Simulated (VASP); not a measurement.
# LiCl (P6_3mc) in VASP: notebook, part 2 of 2

VASP 6.6.1. The steps go on from the part before.

**4. Single point, r2SCAN**

Contents of POSCAR:

```
LiCl
1.0
    3.8941840790      0.0000000000      0.0000000000
   -1.9470920395      3.3724623394      0.0000000000
    0.0000000000      0.0000000000      6.2244574429
Li Cl
2 2
Direct
    0.3333333333      0.6666666667     -0.0031270710
    0.6666666667      0.3333333333      0.4968729290
    0.3333333333      0.6666666667      0.3781270710
    0.6666666667      0.3333333333      0.8781270710
```

Contents of INCAR.step1:

```
SYSTEM = LiCl
  PREC = Accurate
  ENCUT = 520
  ISMEAR = 0
  SIGMA = 0.01
  LREAL = .False.
  LASPH = .True.
  NELM = 80
  NBANDS = 18
  GGA = PE
  ALGO = Normal
  EDIFF = 1E-4
  LWAVE = .True.
  LCHARG = .False.
```

Contents of INCAR.step2:

```
SYSTEM = LiCl
  PREC = Accurate
  ENCUT = 520
  EDIFF = 1E-7
  ISMEAR = 0
  SIGMA = 0.01
  LREAL = .False.
  LASPH = .True.
  NELM = 80
  ALGO = Normal
  ISIF = 2
  LWAVE = .False.
  LCHARG = .False.
  METAGGA = R2SCAN
  LMIXTAU = .True.
  NBANDS = 18
  ISTART = 1
```

Contents of KPOINTS:

```
Automatic mesh
0
Gamma
  6 6 4
  0 0 0
```

Potentials or basis: VASP PAW PBE potentials, release 64 (Li_sv, Cl).

Run with:

```bash
cat potpaw_PBE.64/Li_sv/POTCAR potpaw_PBE.64/Cl/POTCAR > POTCAR
cp INCAR.step1 INCAR
mpirun -np 1 vasp_std > vasp.out
cp INCAR.step2 INCAR
mpirun -np 1 vasp_std > vasp.out
```

OUTCAR:

```text
SYSTEM = LiCl
   PREC = Accurate
   ENCUT = 520
   EDIFF = 1E-7
   ISMEAR = 0
   LREAL = .False.
   LASPH = .True.
   NELM = 80
   ISIF = 2
   METAGGA = R2SCAN
   ISTART = 1

 ion  position               nearest neighbor table
   1  0.333  0.667  0.997-   4 2.37   4 2.37   4 2.37   3 2.37
   2  0.667  0.333  0.497-   3 2.37   3 2.37   3 2.37   4 2.37
   3  0.333  0.667  0.378-   2 2.37   2 2.37   2 2.37   1 2.37
   4  0.667  0.333  0.878-   1 2.37   1 2.37   1 2.37   2 2.37

  LATTYP: Found a hexagonal cell.
 ALAT       =     3.8941840790
 C/A-ratio  =     1.5983983594

  Lattice vectors:

 A1 = (   3.8941840790,   0.0000000000,   0.0000000000)
 A2 = (  -1.9470920395,   3.3724623394,   0.0000000000)
 A3 = (   0.0000000000,   0.0000000000,   6.2244574429)

Analysis of symmetry for initial positions (statically):
=====================================================================
 Subroutine PRICEL returns:
 Original cell was already a primitive cell.

 Routine SETGRP: Setting up the symmetry group for a
 hexagonal supercell.

 Subroutine GETGRP returns: Found 12 space group operations
 (whereof  6 operations were pure point group operations)
 out of a pool of 24 trial point group operations.

The static configuration has the point symmetry C_3v.
 The point group associated with its full space group is C_6v.

Analysis of symmetry for dynamics (positions and initial velocities):
=====================================================================
 Subroutine PRICEL returns:
 Original cell was already a primitive cell.

 Routine SETGRP: Setting up the symmetry group for a
 hexagonal supercell.

 Subroutine GETGRP returns: Found 12 space group operations
 (whereof  6 operations were pure point group operations)
 out of a pool of 24 trial point group operations.

The dynamic configuration has the point symmetry C_3v.
 The point group associated with its full space group is C_6v.

 Subroutine INISYM returns: Found 12 space group operations
 (whereof  6 operations are pure point group operations),
 and found     1 'primitive' translations

----------------------------------------------------------------------------------------

                                     Primitive cell

  volume of cell :      81.7457

  direct lattice vectors                    reciprocal lattice vectors
     3.894184079  0.000000000  0.000000000     0.256793202  0.148259624  0.000000000
    -1.947092039  3.372462339  0.000000000     0.000000000  0.296519249  0.000000000
     0.000000000  0.000000000  6.224457443     0.000000000  0.000000000  0.160656573

  length of vectors
     3.894184079  3.894184079  6.224457443     0.296519249  0.296519249  0.160656573

  position of ions in fractional coordinates (direct lattice)
     0.333333333  0.666666667  0.996872929
     0.666666667  0.333333333  0.496872929
     0.333333333  0.666666667  0.378127071
     0.666666667  0.333333333  0.878127071

  ion indices of the primitive-cell ions
   primitive index   ion index
                 1           1
                 2           2
                 3           3
                 4           4

----------------------------------------------------------------------------------------

 KPOINTS: Automatic mesh

[... 23 lines left out ...]
            Coordinates               Weight
  0.000000  0.000000  0.000000      1.000000
  0.166667 -0.000000  0.000000      6.000000
  0.333333 -0.000000  0.000000      6.000000
  0.500000  0.000000  0.000000      3.000000
  0.166667  0.166667  0.000000      6.000000
  0.333333  0.166667  0.000000     12.000000
[... 13 lines left out ...]
  0.333333  0.166667  0.500000     12.000000
  0.333333  0.333333  0.500000      2.000000
   k-points           NKPTS =     21   k-points in BZ     NKDIM =     21   number of bands    NBANDS=     18
   number of dos      NEDOS =    301   number of ions     NIONS =      4
   total plane-waves  NPLWV =  43200
   dimension x,y,z NGX =    30 NGY =   30 NGZ =   48
   dimension x,y,z NGXF=    60 NGYF=   60 NGZF=   96
   ions per type =               2   2
   NGX,Y,Z   is equivalent  to a cutoff of  12.81, 12.81, 12.82 a.u.
   NGXF,Y,Z  is equivalent  to a cutoff of  25.61, 25.61, 25.64 a.u.
 SYSTEM =  LiCl
   PREC   = accura    normal or accurate (medium, high low for compatibility)
   ISTART =      1    job   : 0-new  1-cont  2-samecut
   ICHARG =      0    charge: 1-file 2-atom 10-const
   ISPIN  =      1    spin polarized calculation?
   LNONCOLLINEAR =      F non collinear calculations
   LSORBIT =      F    spin-orbit coupling
   LASPH  =      T    aspherical Exc in radial PAW
   ENCUT  =  520.0 eV  38.22 Ry    6.18 a.u.   7.24  7.24 11.57*2*pi/ulx,y,z
   NELM   =     80;   NELMIN=  2; NELMDL=  0     # of ELM steps
   EDIFF  = 0.1E-06   stopping-criterion for ELM
   LREAL  =      F    real-space projection
   EDIFFG = 0.1E-05   stopping-criterion for IOM
   NSW    =      0    number of steps for IOM
   IBRION =     -1    ionic relax: 0-MD 1-quasi-New 2-CG
   NFREE  =      0    steps in history (QN), initial steepest desc. (CG)
   ISIF   =      2    stress and relaxation
   ISYM   =      2    0-nonsym 1-usesym 2-fastsym
   POTIM  = 0.5000    time-step for ionic-motion
   TEBEG  =    0.0;   TEEND  =   0.0 temperature during run
   PSTRESS=    0.0 pullay stress
   NELECT =      20.0000    total number of electrons
   NUPDOWN=      -1.0000    fix difference up-down
   EMIN   =  10.00;   EMAX   =-10.00  energy-range for DOS
   EFERMI =   0.00;   METHOD = LEGACY
   ISMEAR =     0;   SIGMA  =   0.01  broadening in eV -4-tet -1-fermi 0-gaus
   EFERMI_NEDOS =   21; number of points for ismear=-14 and -15
   IALGO  =     38    algorithm
   IMIX   =      4    mixing-type and parameters
     AMIX     =   0.40;   BMIX     =  1.00
     AMIX_MAG =   1.60;   BMIX_MAG =  1.00
  volume/ion in A,a.u.               =      20.44       137.91
  Fermi-wavevector in a.u.,A,eV,Ry     =   1.023913  1.934915 14.264324  1.048398
  Thomas-Fermi vector in A             =   2.157672
   LORBIT       =      0    0 simple, 1 ext, 2 COOP (PROOUT), +10 PAW based schemes
   METAGGA = R2SCAN    functional components
   LHFCALC =     F    Hartree Fock is set to
   AEXX    =    0.0000 exact exchange contribution
   IVDW    =     0    specifies the selected vdW correction
   LEPSILON=     F    determine dielectric tensor
   LRPA    =     F    only Hartree local field effects (RPA)
 non-spin polarized calculation
 Gauss-broadening in eV      SIGMA  =   0.01
  energy-cutoff  :      520.00
  volume of cell :       81.75
 maximum number of plane-waves:      2244
 NGX is ok and might be reduce to    30
   NGX = 15   NGY = 15   NGZ = 23

 number of electron      19.9999998 magnetization

 Free energy of the ion-electron system (eV)
  ---------------------------------------------------
  ext. energy  EPLUGINS =         0.00000000
  ---------------------------------------------------
  free energy    TOTEN  =       -25.17432628 eV

  energy without entropy =      -25.17432628  energy(sigma->0) =      -25.17432628

 E-fermi :  -1.3187     XC(G=0):  -8.1511

 val. band max:       -1.5089943859   @ k =   0.0000   0.0000   0.0000
 cond. band min:       5.2305774002   @ k =   0.0000   0.0000   0.0000
 fundamental gap:      6.7395717861
 Fermi energy:        -1.3187172253

 k-point     1 :       0.0000    0.0000    0.0000
  band No.  band energies     occupation
      1     -45.7001      2.00000
      2     -45.6985      2.00000
      3     -14.8720      2.00000
      4     -14.5424      2.00000
      5      -3.6378      2.00000
      6      -1.9335      2.00000
[... 418 lines left out ...]
      5      -3.0565      2.00000
      6      -3.0565      2.00000
[... 10 lines left out ...]
     17      11.6853      0.00000
     18      11.6853      0.00000

------------------------ aborting loop because EDIFF is reached ----------------------------------------

  FORCE on cell =-STRESS in cart. coord.  units (eV):
  Direction    XX          YY          ZZ          XY          YZ          ZX
  --------------------------------------------------------------------------------------
  -------------------------------------------------------------------------------------
  Total       -0.1260956     -0.1260956     -0.1497113      0.0000000      0.0000000      0.0000000
  in kB       -2.4714144     -2.4714144     -2.9342693      0.0000000      0.0000000      0.0000000
  external PRESSURE =      -2.6256993 kB  Pullay stress =       0.0000000 kB

 VOLUME and BASIS-vectors are now :
 -----------------------------------------------------------------------------
  energy-cutoff  :      520.00
  volume of cell :       81.75
      direct lattice vectors                 reciprocal lattice vectors
     3.894184079  0.000000000  0.000000000     0.256793202  0.148259624  0.000000000
    -1.947092039  3.372462339  0.000000000     0.000000000  0.296519249  0.000000000
     0.000000000  0.000000000  6.224457443     0.000000000  0.000000000  0.160656573

 POSITION                                       TOTAL-FORCE (eV/Angst)
 -----------------------------------------------------------------------------------
     -0.00000      2.24831      6.20499         0.000000     -0.000000      0.004814
      1.94709      1.12415      3.09276        -0.000000      0.000000      0.004814
     -0.00000      2.24831      2.35364        -0.000000     -0.000000     -0.004814
      1.94709      1.12415      5.46586        -0.000000     -0.000000     -0.004814
 -----------------------------------------------------------------------------------
    total drift:                               -0.000000      0.000000      0.014485

  FREE ENERGIE OF THE ION-ELECTRON SYSTEM (eV)
  ---------------------------------------------------
  free  energy   TOTEN  =       -25.1743262810 eV

  energy  without entropy=      -25.1743262810  energy(sigma->0) =      -25.17432628
```

It took 4.6 min on 1 thread of Intel Xeon 8259CL, shared host; peak memory 0.21 GiB.

Results:

```
Free energy            : -25.1743 eV
Largest force          : 0.005 eV/Å
Band gap on the k mesh : 6.74 eV, direct
```

Forces in eV/Å, atoms in the order of the input:
```
Li   0.000  0.000  0.005
Li   0.000  0.000  0.005
Cl   0.000  0.000 -0.005
Cl   0.000  0.000 -0.005
```

Levels at points of the mesh, in eV from the valence-band top:
| k point | band 7 | band 8 | band 9 | band 10 | band 11 | band 12 | band 13 | band 14 |
| --- | --- | --- | --- | --- | --- | --- | --- | --- |
| (0.00, 0.00, 0.00) | -0.42 | -0.09 | -0.09 | 0.00 | 6.74 | 9.07 | 10.79 | 10.79 |
| (0.50, 0.00, 0.00) | -1.19 | -0.96 | -0.61 | -0.37 | 8.46 | 8.61 | 9.96 | 11.09 |
| (0.00, 0.00, 0.50) | -0.26 | -0.26 | -0.26 | -0.26 | 8.07 | 8.07 | 11.00 | 11.00 |
| (0.50, 0.00, 0.50) | -0.68 | -0.68 | -0.61 | -0.61 | 8.03 | 8.03 | 10.70 | 10.70 |

Caveat: the cutoff is under 1.25 times the usual one of these potentials, so pressure, stress and relaxed cells hold a basis-set (Pulay) error; the PAW data sets were made with another functional, which shifts forces and pressure a little.
